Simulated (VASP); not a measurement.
# Si5F (Cmm2) in VASP: density of states with PBE

Aim: the density of states of Si5F with PBE.

Everything below comes from runs of VASP 6.6.1. Logs are shortened: lines on timing, memory, paths and dates and some standing lists are left out, and cuts for length are marked.

## Step 1: The cell of the first run

It takes space group Cmm2 (No. 35, orthorhombic). The conventional cell has a = 4.425 Å, b = 7.274 Å, c = 7.632 Å, α = 90.00°, β = 90.00°, γ = 90.00°. Si (site symmetry m) has 7 Si at 2.37 to 2.59 Å within 3.1 Å. Within 3.1 Å of Si (site symmetry m) lie 4 Si at 2.37 to 2.50 Å. Within 2.2 Å of Si (site symmetry mm2) lie 1 F at 1.64 Å. F (site symmetry mm2) has 1 Si at 1.64 Å within 2.2 Å.

## Step 2: Density of states, PBE

Contents of POSCAR:

```
Si5F
1.0
    2.2126753027     -3.6371227399      0.0000000000
    2.2126753027      3.6371227399      0.0000000000
    0.0000000000      0.0000000000      7.6318573077
Si F
5 1
Direct
    0.3315135545      0.6684864455      0.8713281358
    0.3298106606      0.6701893394      0.1822114081
    0.6701893394      0.3298106606      0.1822114081
    0.6684864455      0.3315135545      0.8713281358
    0.0000000000      0.0000000000      0.7989971786
    0.0000000000      0.0000000000      0.5842980698
```

Contents of INCAR.step1:

```
ALGO = Normal
EDIFF = 1E-6
ENCUT = 520
GGA = PE
ISIF = 2
ISMEAR = 0
LASPH = T
LCHARG = T
LREAL = F
LWAVE = F
NBANDS = 22
NELM = 80
PREC = Accurate
SIGMA = 0.1
```

Contents of KPOINTS.step1:

```
k-points
0
Gamma
  10 10 6
```

Contents of INCAR.step2:

```
ALGO = Normal
EDIFF = 1E-6
ENCUT = 520
GGA = PE
ICHARG = 11
ISIF = 2
ISMEAR = -5
LASPH = T
LCHARG = F
LORBIT = 11
LREAL = F
LWAVE = F
NBANDS = 22
NEDOS = 1001
NELM = 80
PREC = Accurate
SIGMA = 0.1
```

Contents of KPOINTS.step2:

```
k-points
0
Gamma
  15 15 9
```

Potentials or basis: VASP PAW PBE potentials, release 64 (Si, F).

Launch:

```sh
$ cat potpaw_PBE.64/Si/POTCAR potpaw_PBE.64/F/POTCAR > POTCAR
$ cp INCAR.step1 INCAR
$ cp KPOINTS.step1 KPOINTS
$ mpirun -np 1 vasp_std > vasp.out
$ cp INCAR.step2 INCAR
$ cp KPOINTS.step2 KPOINTS
$ mpirun -np 1 vasp_std > vasp.out
```

OUTCAR:

```text
EDIFF = 1E-6
   ENCUT = 520
   GGA = PE
   ICHARG = 11
   ISIF = 2
   ISMEAR = -5
   LASPH = T
   LORBIT = 11
   LREAL = F
   NELM = 80
   PREC = Accurate

 ion  position               nearest neighbor table
   1  0.332  0.668  0.871-   2 2.37   4 2.45   5 2.47   4 2.51   4 2.51   5 2.59   5 2.59
   2  0.330  0.670  0.182-   1 2.37   3 2.48   3 2.50   3 2.50
   3  0.670  0.330  0.182-   4 2.37   2 2.48   2 2.50   2 2.50
   4  0.668  0.332  0.871-   3 2.37   1 2.45   5 2.47   1 2.51   1 2.51   5 2.59   5 2.59
   5  0.000  0.000  0.799-   6 1.64   4 2.47   1 2.47   1 2.59   4 2.59   4 2.59   1 2.59
   6  0.000  0.000  0.584-   5 1.64

  LATTYP: Found a base centered orthorhombic cell.
 ALAT       =     4.4253506054
 B/A-ratio  =     1.6437670432
 C/A-ratio  =     1.7245768727

  Lattice vectors:

 A1 = (   2.2126753027,  -3.6371227399,   0.0000000000)
 A2 = (   2.2126753027,   3.6371227399,   0.0000000000)
 A3 = (   0.0000000000,   0.0000000000,   7.6318573077)

Analysis of symmetry for initial positions (statically):
=====================================================================
 Subroutine PRICEL returns:
 Original cell was already a primitive cell.

 Routine SETGRP: Setting up the symmetry group for a
 base centered orthorhombic supercell.

 Subroutine GETGRP returns: Found  4 space group operations
 (whereof  4 operations were pure point group operations)
 out of a pool of  8 trial point group operations.

The static configuration has the point symmetry C_2v.

Analysis of symmetry for dynamics (positions and initial velocities):
=====================================================================
 Subroutine PRICEL returns:
 Original cell was already a primitive cell.

 Routine SETGRP: Setting up the symmetry group for a
 base centered orthorhombic supercell.

 Subroutine GETGRP returns: Found  4 space group operations
 (whereof  4 operations were pure point group operations)
 out of a pool of  8 trial point group operations.

The dynamic configuration has the point symmetry C_2v.

 Subroutine INISYM returns: Found  4 space group operations
 (whereof  4 operations are pure point group operations),
 and found     1 'primitive' translations

----------------------------------------------------------------------------------------

                                     Primitive cell

  volume of cell :     122.8389

  direct lattice vectors                    reciprocal lattice vectors
     2.212675303 -3.637122740  0.000000000     0.225970796 -0.137471302  0.000000000
     2.212675303  3.637122740  0.000000000     0.225970796  0.137471302  0.000000000
     0.000000000  0.000000000  7.631857308     0.000000000  0.000000000  0.131029703

  length of vectors
     4.257298888  4.257298888  7.631857308     0.264501720  0.264501720  0.131029703

  position of ions in fractional coordinates (direct lattice)
     0.331513554  0.668486446  0.871328136
     0.329810661  0.670189339  0.182211408
     0.670189339  0.329810661  0.182211408
     0.668486446  0.331513554  0.871328136
     0.000000000  0.000000000  0.798997179
     0.000000000  0.000000000  0.584298070

  ion indices of the primitive-cell ions
   primitive index   ion index
                 1           1
                 2           2
                 3           3
                 4           4
                 5           5
                 6           6

----------------------------------------------------------------------------------------

 KPOINTS: k-points

Automatic generation of k-mesh.
 Grid dimensions read from file:
 generate k-points for:   15   15    9

 Generating k-lattice:

  Cartesian coordinates                     Fractional coordinates (reciprocal lattice)
     0.015064720 -0.009164753  0.000000000     0.066666667 -0.000000000  0.000000000
     0.015064720  0.009164753  0.000000000    -0.000000000  0.066666667  0.000000000
     0.000000000  0.000000000  0.014558856     0.000000000  0.000000000  0.111111111

  Length of vectors
     0.017633448  0.017633448  0.014558856

  Shift w.r.t. Gamma in fractional coordinates (k-lattice)
     0.000000000  0.000000000  0.000000000

 TETIRR: Found   3044 inequivalent tetrahedra from    12150

 Subroutine IBZKPT returns following result:
 ===========================================

 Found    320 irreducible k-points:

 Following reciprocal coordinates:
            Coordinates               Weight
  0.000000  0.000000  0.000000      1.000000
  0.066667 -0.000000  0.000000      4.000000
  0.133333 -0.000000  0.000000      4.000000
  0.200000 -0.000000  0.000000      4.000000
  0.266667 -0.000000  0.000000      4.000000
  0.333333 -0.000000  0.000000      4.000000
[... 16 lines left out ...]
  0.133333  0.133333  0.000000      2.000000
  0.200000  0.133333  0.000000      4.000000
 [... further k-points ...]
   k-points           NKPTS =    320   k-points in BZ     NKDIM =    320   number of bands    NBANDS=     22
   number of dos      NEDOS =   1001   number of ions     NIONS =      6
   total plane-waves  NPLWV =  61440
   dimension x,y,z NGX =    32 NGY =   32 NGZ =   60
   dimension x,y,z NGXF=    64 NGYF=   64 NGZF=  120
   ions per type =               5   1
   NGX,Y,Z   is equivalent  to a cutoff of  12.50, 12.50, 13.07 a.u.
   NGXF,Y,Z  is equivalent  to a cutoff of  24.99, 24.99, 26.14 a.u.
 SYSTEM =  unknown system
   PREC   = accura    normal or accurate (medium, high low for compatibility)
   ISTART =      0    job   : 0-new  1-cont  2-samecut
   ICHARG =     11    charge: 1-file 2-atom 10-const
   ISPIN  =      1    spin polarized calculation?
   LNONCOLLINEAR =      F non collinear calculations
   LSORBIT =      F    spin-orbit coupling
   LASPH  =      T    aspherical Exc in radial PAW
   ENCUT  =  520.0 eV  38.22 Ry    6.18 a.u.   7.92  7.92 14.19*2*pi/ulx,y,z
   NELM   =     80;   NELMIN=  2; NELMDL=  0     # of ELM steps
   EDIFF  = 0.1E-05   stopping-criterion for ELM
   LREAL  =      F    real-space projection
   EDIFFG = 0.1E-04   stopping-criterion for IOM
   NSW    =      0    number of steps for IOM
   IBRION =     -1    ionic relax: 0-MD 1-quasi-New 2-CG
   NFREE  =      0    steps in history (QN), initial steepest desc. (CG)
   ISIF   =      2    stress and relaxation
   ISYM   =      2    0-nonsym 1-usesym 2-fastsym
   POTIM  = 0.5000    time-step for ionic-motion
   TEBEG  =    0.0;   TEEND  =   0.0 temperature during run
   PSTRESS=    0.0 pullay stress
   NELECT =      27.0000    total number of electrons
   NUPDOWN=      -1.0000    fix difference up-down
   EMIN   =  10.00;   EMAX   =-10.00  energy-range for DOS
   EFERMI =   0.00;   METHOD = LEGACY
   ISMEAR =    -5;   SIGMA  =   0.10  broadening in eV -4-tet -1-fermi 0-gaus
   EFERMI_NEDOS =   21; number of points for ismear=-14 and -15
   IALGO  =     38    algorithm
   IMIX   =      4    mixing-type and parameters
     AMIX     =   0.40;   BMIX     =  1.00
     AMIX_MAG =   1.60;   BMIX_MAG =  1.00
  volume/ion in A,a.u.               =      20.47       138.16
  Fermi-wavevector in a.u.,A,eV,Ry     =   0.987986  1.867023 13.280869  0.976116
  Thomas-Fermi vector in A             =   2.119480
   LORBIT       =     11    0 simple, 1 ext, 2 COOP (PROOUT), +10 PAW based schemes
   GGA     = PE    functional components
   LHFCALC =     F    Hartree Fock is set to
   AEXX    =    0.0000 exact exchange contribution
   IVDW    =     0    specifies the selected vdW correction
   LEPSILON=     F    determine dielectric tensor
   LRPA    =     F    only Hartree local field effects (RPA)
 non-spin polarized calculation
 Fermi weights with tetrahedron method with Bloechl corrections
  energy-cutoff  :      520.00
  volume of cell :      122.84
 maximum number of plane-waves:      3356

 number of electron      27.0000007 magnetization

 Free energy of the ion-electron system (eV)
  ---------------------------------------------------
  ext. energy  EPLUGINS =         0.00000000
  ---------------------------------------------------
  free energy    TOTEN  =       -29.94056875 eV

  energy without entropy =      -29.94056875  energy(sigma->0) =      -29.94056875

 E-fermi :   4.7125     XC(G=0):  -8.6664

 val. band max:        4.7319397380   @ k =  -0.3333   0.1333   0.4444
 cond. band min:       4.6252774074   @ k =   0.4000   0.2667   0.0000
 fundamental gap:     -0.1066623306
 Fermi energy:         4.7125410671

 k-point     1 :       0.0000    0.0000    0.0000
  band No.  band energies     occupation
      1     -20.7339      2.00000
      2      -8.4913      2.00000
      3      -5.5859      2.00000
      4      -3.1087      2.00000
      5      -1.6104      2.00000
      6      -1.6062      2.00000
[... 14 lines left out ...]
     21       9.0917      0.00000
     22      10.1695      0.00000

 k-point     2 :       0.0667   -0.0000    0.0000
  band No.  band energies     occupation
      1     -20.7335      2.00000
      2      -8.4492      2.00000
      3      -5.5514      2.00000
      4      -3.1167      2.00000
      5      -1.6462      2.00000
      6      -1.6205      2.00000
[... 14 lines left out ...]
     21       9.1381      0.00000
     22      10.1914      0.00000

 k-point     3 :       0.1333   -0.0000    0.0000
  band No.  band energies     occupation
      1     -20.7325      2.00000
      2      -8.3228      2.00000
      3      -5.4500      2.00000
      4      -3.1468      2.00000
      5      -1.8093      2.00000
      6      -1.6569      2.00000
[... 14 lines left out ...]
     21       9.2630      0.00000
     22       9.9227      0.00000
[... 476 lines left out ...]
 k-point    23 :       0.1333    0.1333    0.0000
  band No.  band energies     occupation
      1     -20.7305      2.00000
      2      -8.0007      2.00000
      3      -5.2069      2.00000
      4      -3.2412      2.00000
      5      -2.5587      2.00000
      6      -1.8845      2.00000
[... 14 lines left out ...]
     21       8.7825      0.00000
     22       9.7167      0.00000

 k-point    24 :       0.2000    0.1333    0.0000
  band No.  band energies     occupation
      1     -20.7291      2.00000
      2      -7.7162      2.00000
      3      -5.0205      2.00000
      4      -3.4170      2.00000
      5      -3.1116      2.00000
      6      -1.9934      2.00000
[... 14 lines left out ...]
     21       9.2039      0.00000
     22       9.8972      0.00000

 [... further k-points ...]
[... 5 lines left out ...]
  --------------------------------------------------------------------------------------
  -------------------------------------------------------------------------------------
  Total       -0.5722914      0.2859597      0.1568422      0.0000000      0.0000000      0.0000000
  in kB       -7.4643483      3.7297487      2.0456802      0.0000000      0.0000000      0.0000000
  external PRESSURE =      -0.5629731 kB  Pullay stress =       0.0000000 kB

 VOLUME and BASIS-vectors are now :
 -----------------------------------------------------------------------------
  energy-cutoff  :      520.00
  volume of cell :      122.84
      direct lattice vectors                 reciprocal lattice vectors
     2.212675303 -3.637122740  0.000000000     0.225970796 -0.137471302  0.000000000
     2.212675303  3.637122740  0.000000000     0.225970796  0.137471302  0.000000000
     0.000000000  0.000000000  7.631857308     0.000000000  0.000000000  0.131029703

 POSITION                                       TOTAL-FORCE (eV/Angst)
 -----------------------------------------------------------------------------------
      2.21268      1.22561      6.64985         0.000000     -0.095420      0.027255
      2.21268      1.23800      1.39061         0.000000      0.009349     -0.033403
      2.21268     -1.23800      1.39061         0.000000     -0.009349     -0.033403
      2.21268     -1.22561      6.64985         0.000000      0.095420      0.027255
      0.00000      0.00000      6.09783         0.000000      0.000000      0.208100
      0.00000      0.00000      4.45928         0.000000      0.000000     -0.195803
 -----------------------------------------------------------------------------------
    total drift:                               -0.000000     -0.000000      0.002649

  FREE ENERGIE OF THE ION-ELECTRON SYSTEM (eV)
  ---------------------------------------------------
  free  energy   TOTEN  =       -29.9405687525 eV

  energy  without entropy=      -29.9405687525  energy(sigma->0) =      -29.94056875

 total charge

# of ion       s       p       d       tot
------------------------------------------
    1        0.790   0.852   0.000   1.642
    2        0.782   0.814   0.000   1.597
    3        0.782   0.814   0.000   1.597
    4        0.790   0.852   0.000   1.642
    5        0.763   0.800   0.000   1.563
    6        1.747   4.370   0.000   6.117
--------------------------------------------------
tot          5.654   8.503   0.000  14.158
```

It took 11 min on 1 thread of Intel Xeon 6975P-C, shared host; peak memory 0.72 GiB.

What came out:

```yaml
Valence_electrons_inside_the_program's_atomic_spheres: Si 1.64, 1.60, 1.56; F 6.12
```

Caveat: an odd number of electrons without spin polarisation forces a metal; a magnetic or distorted state may lie lower; tetrahedron occupations give inexact forces and stress in metals.
